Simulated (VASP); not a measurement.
A run of VASP 6.6.1:

Contents of INCAR:

```
PREC     = Accurate       # precision mode
ENCUT    = 520            # plane-wave cutoff, eV
EDIFF    = 1E-7           # SCF threshold, eV
ISMEAR   = 0              # smearing method
SIGMA    = 0.01           # smearing width, eV
LREAL    = False          # projectors in reciprocal space
LASPH    = True           # aspherical terms in the spheres
NELM     = 60             # most SCF steps
ALGO     = Normal         # electronic algorithm
ISIF     = 2              # what is computed and relaxed
LWAVE    = False          # write WAVECAR
LCHARG   = True           # write CHGCAR
LELF     = True           # ELF
LVHAR    = True         
NBANDS   = 48             # bands
```

The input KPOINTS:

```
regular mesh
0
Gamma
  10 10 4
```

Contents of POSCAR:

```
CuBiSeO
1.0
    3.7637025253      0.0000000000      0.0000000000
    0.0000000000      3.7637025253      0.0000000000
    0.0000000000      0.0000000000      8.1516464530
Cu Bi Se O
2 2 2 2
Direct
    0.0000000000      0.0000000000      0.5000000000
    0.5000000000      0.5000000000      0.5000000000
    0.0000000000      0.5000000000      0.8481354670
    0.5000000000      0.0000000000      0.1518645330
    0.5000000000      0.0000000000      0.6792242833
    0.0000000000      0.5000000000      0.3207757167
    0.5000000000      0.5000000000      0.0000000000
    0.0000000000      0.0000000000      0.0000000000
```

Potentials or basis: VASP PAW LDA potentials, release 64 (Cu, Bi_d, Se, O).

Launch:

```console
$ cat potpaw_LDA.64/Cu/POTCAR potpaw_LDA.64/Bi_d/POTCAR potpaw_LDA.64/Se/POTCAR potpaw_LDA.64/O/POTCAR > POTCAR
$ mpirun -np 1 vasp_std > vasp.out
```

Hardware: 1 thread of Intel(R) Xeon(R) 6975P-C (Granite Rapids), on a shared host.

Task: How long does it take, and how much memory?

Result: Run time: 2.7 min on 1 thread of Intel(R) Xeon(R) 6975P-C (Granite Rapids), with other jobs on the host, peak memory 0.4 GiB. Counts: scf iterations 16, k points 63.
